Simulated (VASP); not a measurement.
A run of VASP 6.6.1:

Contents of INCAR:

```
  PREC = Accurate
  ENCUT = 680
  EDIFF = 1E-6
  ISMEAR = -1
  SIGMA = 0.05
  LREAL = False
  LASPH = True
  NELM = 200
  ALGO = Normal
  ISIF = 2
  LWAVE = False
  LCHARG = False
  ISPIN = 2
  MAGMOM = 4 0
  LORBIT = 11
  NUPDOWN = 4.0
  LMAXMIX = 4
  GGA = PE
  NBANDS = 22
  GGA_COMPAT = False
```

File KPOINTS:

```
Automatic mesh
0
Gamma
  8 8 8
```

POSCAR

```
MnS
1.0
    0.0000000000      2.4734634191      2.4734634191
    2.4734634191      0.0000000000      2.4734634191
    2.4734634191      2.4734634191      0.0000000000
Mn S
1 1
Direct
    0.0000000000      0.0000000000      0.0000000000
    0.7500000000      0.7500000000      0.7500000000
```

Potentials or basis: VASP PAW PBE potentials, release 64 (Mn_sv, S).

Launch:

```bash
$ cat potpaw_PBE.64/Mn_sv/POTCAR potpaw_PBE.64/S/POTCAR > POTCAR
$ mpirun -np 1 vasp_std > vasp.out
```

Hardware: 1 thread of Intel(R) Xeon(R) 6975P-C (Granite Rapids), on a shared host.

Question: How long does it take, and how much memory?

Answer: Run time: 29 s on 1 thread of Intel(R) Xeon(R) 6975P-C (Granite Rapids) (shared host), peak memory 0.2 GiB. Counts: scf iterations 15, k points 29.
